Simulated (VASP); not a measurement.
Input of a VASP 6.6.1 run:

INCAR

```
PREC = Accurate
ENCUT = 520
EDIFF = 1E-8
ISMEAR = 0
SIGMA = 0.01
LREAL = F
LASPH = T
NELM = 100
ALGO = Normal
ISIF = 2
LWAVE = F
LCHARG = F
GGA = PS
LEPSILON = T
```

File KPOINTS:

```
regular mesh
0
Gamma
  8 8 8
```

POSCAR

```
GaN
1.0
    3.0196780000      0.0000000000      0.0000000000
    1.5098390000      2.6151178592      0.0000000000
    1.5098390000      0.8717059531      2.4655567625
Ga N
1 1
Direct
    0.0000000000      0.0000000000      0.0000000000
    0.5000000000      0.5000000000      0.5000000000
```

Potentials or basis: VASP PAW PBE potentials, release 64 (Ga_d, N).

Command:

```sh
$ cat potpaw_PBE.64/Ga_d/POTCAR potpaw_PBE.64/N/POTCAR > POTCAR
$ mpirun -np 1 vasp_std > vasp.out
```

Task: What does it give for the electronic dielectric tensor (diagonal)?

Result: 9.01.

Task: Estimate the Born charges (mean of the diagonal).

Result: Ga +3.64; N -3.64 e.

Task: Estimate the band gap on the k mesh.

Result: 0.34 eV, indirect (least direct gap 2.37 eV).

Born effective charge tensors (e):
atom 1, Ga
```
3.64 0.00 0.00
0.00 3.64 0.00
0.00 0.00 3.64
```
atom 2, N
```
-3.64  0.00  0.00
 0.00 -3.64  0.00
 0.00  0.00 -3.64
```

Caveat: the gap is small at this level, which inflates the dielectric constant. A k mesh can miss the band edges.
